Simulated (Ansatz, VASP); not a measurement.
## Zn in VASP and in Ansatz

```xyz
2
Lattice="2.6334 0.0000 0.0000 -1.3167 2.2806 0.0000 0.0000 0.0000 5.0180" Properties=species:S:1:pos:R:3 pbc="T T T"
Zn    0.0000    1.5204    1.2545
Zn    1.3167    0.7602    3.7635
```

Alike in both runs: task single point; functional PBEsol; k mesh 6 × 6 × 4; occupations gaussian, width 0.1 eV; no spin polarisation.

|  | VASP | Ansatz |
| --- | --- | --- |
| version | VASP 6.6.1 | Ansatz 0.2.0 |
| potentials or method | VASP PAW PBE potentials, release 64 (Zn), cutoff 500 eV | scalar-relativistic, plane waves, PAW |
| valence electrons in the cell | 24 | 24 |

```tsv
	VASP	Ansatz	Ansatz less VASP
gap on the k mesh at the Fermi level (eV)	none	none	-
pressure (GPa)	-2.7	-3.1	-0.38
traceless stress, the component that is largest in VASP (GPa)	1.41	1.57	+0.154
```

VASP's potentials were made for PBE, not for PBEsol. A gap of «none» marks a metal or a gap that the smearing closes.

The k mesh is coarse, so the values compare programs but aren't converged.
